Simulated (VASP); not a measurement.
# PtPb (P6_3/mmc) in VASP: further runs

The runs below take PtPb through single point, with LDA.

Everything below comes from runs of VASP 6.6.1. Logs are shortened: lines on timing, memory, paths and dates and some standing lists are left out, and cuts for length are marked.

## 1. The cell of the first run

It takes space group P6_3/mmc (No. 194, hexagonal). The conventional cell has a = 4.163 Å, b = 4.163 Å, c = 5.345 Å, α = 90.00°, β = 90.00°, γ = 120.00°. Within 3.6 Å of Pt (site symmetry -6m2) lie 6 Pb at 2.75 Å and 6 Pt at 3.59 Å. Within 3.5 Å of Pb (site symmetry -3m) lie 2 Pb at 2.67 Å and 6 Pt at 2.75 Å.

## 2. Single point, LDA (20.06 Å³/atom)

File INCAR:

```
ALGO = Normal ; EDIFF = 1E-6
ENCUT = 520 ; ISIF = 2
ISMEAR = -1 ; LASPH = T
LCHARG = F ; LREAL = F
LWAVE = F ; NBANDS = 32
NELM = 60 ; PREC = Accurate
SIGMA = 0.05
```

File KPOINTS:

```
k-points
0
Gamma
  10 10 7
```

File POSCAR:

```
PtPb
1.0
    4.1632418248      0.0000000000      0.0000000000
   -2.0816209124      3.6054731824      0.0000000000
    0.0000000000      0.0000000000      5.3446218092
Pt Pb
2 2
Direct
    0.3333333333      0.6666666667      0.2500000000
    0.6666666667      0.3333333333      0.7500000000
    0.0000000000      0.0000000000      0.0000000000
    0.0000000000      0.0000000000      0.5000000000
```

Potentials or basis: VASP PAW LDA potentials, release 64 (Pt, Pb_d).

Run with:

```console
> cat potpaw_LDA.64/Pt/POTCAR potpaw_LDA.64/Pb_d/POTCAR > POTCAR
> mpirun -np 1 vasp_std > vasp.out
```

OUTCAR:

```text
EDIFF = 1E-6
   ENCUT = 520
   ISIF = 2
   ISMEAR = -1
   LASPH = T
   LREAL = F
   NELM = 60
   PREC = Accurate

 ion  position               nearest neighbor table
   1  0.333  0.667  0.250-   3 2.75   4 2.75   3 2.75   4 2.75   3 2.75   4 2.75
   2  0.667  0.333  0.750-   3 2.75   4 2.75   3 2.75   4 2.75   3 2.75   4 2.75
   3  0.000  0.000  0.000-   4 2.67   4 2.67   1 2.75   2 2.75   2 2.75   1 2.75   2 2.75   1 2.75

   4  0.000  0.000  0.500-   3 2.67   3 2.67   1 2.75   2 2.75   2 2.75   1 2.75   2 2.75   1 2.75

  LATTYP: Found a hexagonal cell.
 ALAT       =     4.1632418248
 C/A-ratio  =     1.2837644399

  Lattice vectors:

 A1 = (   4.1632418248,   0.0000000000,   0.0000000000)
 A2 = (  -2.0816209124,   3.6054731824,   0.0000000000)
 A3 = (   0.0000000000,   0.0000000000,   5.3446218092)

Analysis of symmetry for initial positions (statically):
=====================================================================
 Subroutine PRICEL returns:
 Original cell was already a primitive cell.

 Routine SETGRP: Setting up the symmetry group for a
 hexagonal supercell.

 Subroutine GETGRP returns: Found 24 space group operations
 (whereof 12 operations were pure point group operations)
 out of a pool of 24 trial point group operations.

The static configuration has the point symmetry D_3d.
 The point group associated with its full space group is D_6h.

Analysis of symmetry for dynamics (positions and initial velocities):
=====================================================================
 Subroutine PRICEL returns:
 Original cell was already a primitive cell.

 Routine SETGRP: Setting up the symmetry group for a
 hexagonal supercell.

 Subroutine GETGRP returns: Found 24 space group operations
 (whereof 12 operations were pure point group operations)
 out of a pool of 24 trial point group operations.

The dynamic configuration has the point symmetry D_3d.
 The point group associated with its full space group is D_6h.

 Subroutine INISYM returns: Found 24 space group operations
 (whereof 12 operations are pure point group operations),
 and found     1 'primitive' translations

----------------------------------------------------------------------------------------

                                     Primitive cell

  volume of cell :      80.2252

  direct lattice vectors                    reciprocal lattice vectors
     4.163241825  0.000000000  0.000000000     0.240197433  0.138678053  0.000000000
    -2.081620912  3.605473182  0.000000000     0.000000000  0.277356105  0.000000000
     0.000000000  0.000000000  5.344621809     0.000000000  0.000000000  0.187103978

  length of vectors
     4.163241825  4.163241825  5.344621809     0.277356105  0.277356105  0.187103978

  position of ions in fractional coordinates (direct lattice)
     0.333333333  0.666666667  0.250000000
     0.666666667  0.333333333  0.750000000
     0.000000000  0.000000000  0.000000000
     0.000000000  0.000000000  0.500000000

  ion indices of the primitive-cell ions
   primitive index   ion index
                 1           1
                 2           2
                 3           3
                 4           4

----------------------------------------------------------------------------------------

 KPOINTS: k-points

Automatic generation of k-mesh.
 Grid dimensions read from file:
 generate k-points for:   10   10    7

 Generating k-lattice:

  Cartesian coordinates                     Fractional coordinates (reciprocal lattice)
     0.024019743  0.013867805  0.000000000     0.100000000  0.000000000  0.000000000
     0.000000000  0.027735611  0.000000000     0.000000000  0.100000000  0.000000000
     0.000000000  0.000000000  0.026729140     0.000000000  0.000000000  0.142857143

  Length of vectors
     0.027735611  0.027735611  0.026729140

  Shift w.r.t. Gamma in fractional coordinates (k-lattice)
     0.000000000  0.000000000  0.000000000

 Subroutine IBZKPT returns following result:
 ===========================================

 Found     56 irreducible k-points:

 Following reciprocal coordinates:
            Coordinates               Weight
  0.000000  0.000000  0.000000      1.000000
  0.100000  0.000000  0.000000      6.000000
  0.200000  0.000000  0.000000      6.000000
  0.300000  0.000000  0.000000      6.000000
  0.400000  0.000000  0.000000      6.000000
  0.500000  0.000000  0.000000      3.000000
[... 16 lines left out ...]
  0.300000  0.100000  0.142857     24.000000
  0.400000  0.100000  0.142857     24.000000
 [... further k-points ...]
   k-points           NKPTS =     56   k-points in BZ     NKDIM =     56   number of bands    NBANDS=     32
   number of dos      NEDOS =    301   number of ions     NIONS =      4
   total plane-waves  NPLWV =  40960
   dimension x,y,z NGX =    32 NGY =   32 NGZ =   40
   dimension x,y,z NGXF=    64 NGYF=   64 NGZF=   80
   ions per type =               2   2
   NGX,Y,Z   is equivalent  to a cutoff of  12.78, 12.78, 12.44 a.u.
   NGXF,Y,Z  is equivalent  to a cutoff of  25.56, 25.56, 24.88 a.u.
 SYSTEM =  unknown system
   PREC   = accura    normal or accurate (medium, high low for compatibility)
   ISTART =      0    job   : 0-new  1-cont  2-samecut
   ICHARG =      2    charge: 1-file 2-atom 10-const
   ISPIN  =      1    spin polarized calculation?
   LNONCOLLINEAR =      F non collinear calculations
   LSORBIT =      F    spin-orbit coupling
   LASPH  =      T    aspherical Exc in radial PAW
   ENCUT  =  520.0 eV  38.22 Ry    6.18 a.u.   7.74  7.74  9.94*2*pi/ulx,y,z
   NELM   =     60;   NELMIN=  2; NELMDL= -5     # of ELM steps
   EDIFF  = 0.1E-05   stopping-criterion for ELM
   LREAL  =      F    real-space projection
[... 7 lines left out ...]
   TEBEG  =    0.0;   TEEND  =   0.0 temperature during run
   PSTRESS=    0.0 pullay stress
   NELECT =      48.0000    total number of electrons
   NUPDOWN=      -1.0000    fix difference up-down
   EMIN   =  10.00;   EMAX   =-10.00  energy-range for DOS
   EFERMI =   0.00;   METHOD = LEGACY
   ISMEAR =    -1;   SIGMA  =   0.05  broadening in eV -4-tet -1-fermi 0-gaus
   EFERMI_NEDOS =   21; number of points for ismear=-14 and -15
   IALGO  =     38    algorithm
   IMIX   =      4    mixing-type and parameters
     AMIX     =   0.40;   BMIX     =  1.00
     AMIX_MAG =   1.60;   BMIX_MAG =  1.00
  volume/ion in A,a.u.               =      20.06       135.35
  Fermi-wavevector in a.u.,A,eV,Ry     =   1.379489  2.606856 25.891754  1.902990
  Thomas-Fermi vector in A             =   2.504454
   LORBIT       =      0    0 simple, 1 ext, 2 COOP (PROOUT), +10 PAW based schemes
   GGA     = CA    functional components
   LHFCALC =     F    Hartree Fock is set to
   AEXX    =    0.0000 exact exchange contribution
   IVDW    =     0    specifies the selected vdW correction
   LEPSILON=     F    determine dielectric tensor
   LRPA    =     F    only Hartree local field effects (RPA)
 non-spin polarized calculation
  energy-cutoff  :      520.00
  volume of cell :       80.23
 maximum number of plane-waves:      2197
 NGX is ok and might be reduce to    32
   NGX = 15   NGY = 15   NGZ = 19

 number of electron      48.0000004 magnetization

 Free energy of the ion-electron system (eV)
  ---------------------------------------------------
  ext. energy  EPLUGINS =         0.00000000
  ---------------------------------------------------
  free energy    TOTEN  =       -21.31184147 eV

  energy without entropy =      -21.29292945  energy(sigma->0) =      -21.30238546

 E-fermi :   9.7345     XC(G=0): -12.1410

 val. band max:        9.7335495882   @ k =   0.1000   0.0000   0.2857
 cond. band min:       9.7639951020   @ k =   0.2000   0.2000   0.1429
 fundamental gap:      0.0304455138
 Fermi energy:         9.7344903749

 k-point     1 :       0.0000    0.0000    0.0000
  band No.  band energies     occupation
      1      -9.0199      2.00000
      2      -8.1592      2.00000
      3      -8.1592      2.00000
      4      -7.5169      2.00000
      5      -7.5169      2.00000
      6      -7.4717      2.00000
[... 24 lines left out ...]
     31      15.9113      0.00000
     32      17.6571      0.00000

 k-point     2 :       0.1000    0.0000    0.0000
  band No.  band energies     occupation
      1      -9.0184      2.00000
      2      -8.1636      2.00000
      3      -8.1571      2.00000
      4      -7.5223      2.00000
      5      -7.5126      2.00000
      6      -7.4648      2.00000
[... 24 lines left out ...]
     31      16.5312      0.00000
     32      18.3858      0.00000

 k-point     3 :       0.2000    0.0000    0.0000
  band No.  band energies     occupation
      1      -9.0147      2.00000
      2      -8.1750      2.00000
      3      -8.1517      2.00000
      4      -7.5366      2.00000
      5      -7.5017      2.00000
      6      -7.4471      2.00000
[... 24 lines left out ...]
     31      17.3238      0.00000
     32      17.9120      0.00000

 k-point     4 :       0.3000    0.0000    0.0000
  band No.  band energies     occupation
      1      -9.0101      2.00000
      2      -8.1890      2.00000
      3      -8.1451      2.00000
      4      -7.5545      2.00000
      5      -7.4879      2.00000
      6      -7.4253      2.00000
[... 24 lines left out ...]
     31      17.4247      0.00000
     32      17.4413      0.00000

 k-point     5 :       0.4000    0.0000    0.0000
  band No.  band energies     occupation
      1      -9.0064      2.00000
      2      -8.2003      2.00000
      3      -8.1398      2.00000
      4      -7.5689      2.00000
      5      -7.4768      2.00000
      6      -7.4080      2.00000
[... 584 lines left out ...]
     31      17.3789      0.00000
     32      18.2853      0.00000

 k-point    22 :       0.2000    0.1000    0.1429
  band No.  band energies     occupation
      1      -8.9050      2.00000
      2      -8.1384      2.00000
      3      -8.1069      2.00000
      4      -7.5380      2.00000
      5      -7.4912      2.00000
      6      -7.4426      2.00000
[... 24 lines left out ...]
     31      17.4447      0.00000
     32      18.1077      0.00000

 k-point    23 :       0.3000    0.1000    0.1429
  band No.  band energies     occupation
      1      -8.9007      2.00000
      2      -8.1491      2.00000
      3      -8.1028      2.00000
      4      -7.5503      2.00000
      5      -7.4805      2.00000
      6      -7.4245      2.00000
[... 24 lines left out ...]
     31      17.4535      0.00000
     32      18.7162      0.00000

 k-point    24 :       0.4000    0.1000    0.1429
  band No.  band energies     occupation
      1      -8.8981      2.00000
      2      -8.1556      2.00000
      3      -8.1003      2.00000
      4      -7.5580      2.00000
      5      -7.4737      2.00000
      6      -7.4133      2.00000
[... 24 lines left out ...]
     31      17.3880      0.00000
     32      19.8699      0.00000

 [... further k-points ...]

------------------------ aborting loop because EDIFF is reached ----------------------------------------

  FORCE on cell =-STRESS in cart. coord.  units (eV):
  Direction    XX          YY          ZZ          XY          YZ          ZX
  --------------------------------------------------------------------------------------
  -------------------------------------------------------------------------------------
  Total        3.2276897      3.2276897     18.5323349      0.0000000     -0.0000000      0.0000000
  in kB       64.4601744     64.4601744    370.1091611      0.0000000     -0.0000000      0.0000000
  external PRESSURE =     166.3431700 kB  Pullay stress =       0.0000000 kB

 VOLUME and BASIS-vectors are now :
 -----------------------------------------------------------------------------
  energy-cutoff  :      520.00
  volume of cell :       80.23
      direct lattice vectors                 reciprocal lattice vectors
     4.163241825  0.000000000  0.000000000     0.240197433  0.138678053  0.000000000
    -2.081620912  3.605473182  0.000000000     0.000000000  0.277356105  0.000000000
     0.000000000  0.000000000  5.344621809     0.000000000  0.000000000  0.187103978

 POSITION                                       TOTAL-FORCE (eV/Angst)
 -----------------------------------------------------------------------------------
     -0.00000      2.40365      1.33616        -0.000000      0.000000      0.000000
      2.08162      1.20182      4.00847         0.000000     -0.000000      0.000000
      0.00000      0.00000      0.00000        -0.000000      0.000000      0.000000
      0.00000      0.00000      2.67231        -0.000000      0.000000      0.000000
 -----------------------------------------------------------------------------------
    total drift:                                0.000000     -0.000000      0.000000

  FREE ENERGIE OF THE ION-ELECTRON SYSTEM (eV)
  ---------------------------------------------------
  free  energy   TOTEN  =       -21.3118414661 eV

  energy  without entropy=      -21.2929294538  energy(sigma->0) =      -21.30238546
```

It took 35 s on 1 thread of Intel Xeon 6975P-C (Granite Rapids), shared host; peak memory 0.25 GiB.

What came out:

```
Free energy            : -21.3118 eV
Pressure               : 16.6 GPa
Band gap on the k mesh : zero (bands 24 and 25 overlap by 3.18 eV)
```

Caveat: the cell stands under pressure; spin-orbit coupling is left out, which moves the levels of the heavy elements.

## 3. Single point, LDA (20.91 Å³/atom)

This run uses another cell than the first one, of 20.91 Å³/atom.

File INCAR:

```
  ALGO = Normal
  EDIFF = 1E-6
  ENCUT = 520
  ISIF = 2
  ISMEAR = -1
  LASPH = T
  LCHARG = T
  LELF = T
  LREAL = F
  LVHAR = T
  LWAVE = F
  NBANDS = 32
  NELM = 60
  PREC = Accurate
  SIGMA = 0.05
```

KPOINTS is that of step 2.

File POSCAR:

```
PtPb
1.0
    4.2214765254      0.0000000000      0.0000000000
   -2.1107382628      3.6559059125      0.0000000000
    0.0000000000      0.0000000000      5.4193814470
Pt Pb
2 2
Direct
    0.3333333333      0.6666666667      0.2500000000
    0.6666666667      0.3333333333      0.7500000000
    0.0000000000      0.0000000000      0.0000000000
    0.0000000000      0.0000000000      0.5000000000
```

Potentials or basis: VASP PAW LDA potentials, release 64 (Pt, Pb_d).

Run with:

```console
> cat potpaw_LDA.64/Pt/POTCAR potpaw_LDA.64/Pb_d/POTCAR > POTCAR
> mpirun -np 1 vasp_std > vasp.out
```

Run time: 36 s. Hardware: 1 thread of Intel Xeon 6975P-C (Granite Rapids), shared host; peak memory 0.25 GiB.

It converged, with:

```
Free energy            : -21.5925 eV
Pressure               : 9.7 GPa
Band gap on the k mesh : zero (bands 24 and 25 overlap by 2.97 eV)
```

Stress tensor (GPa, compression positive):
```
 0.53  0.00  0.00
 0.00  0.53  0.00
 0.00  0.00 28.17
```

Levels at points of the mesh, in eV from the Fermi level:
```tsv
k point	band 20	band 21	band 22	band 23	band 24	band 25	band 26	band 27	band 28	band 29
(0.00, 0.00, 0.00)	-2.73	-2.73	-2.41	-1.42	2.06	3.35	3.35	5.43	5.60	5.60
(0.50, 0.00, 0.00)	-2.27	-2.10	-1.86	-1.01	-0.89	-0.12	0.74	0.83	5.60	6.87
```

Caveat: the cell stands under pressure; spin-orbit coupling is left out, which moves the levels of the heavy elements.
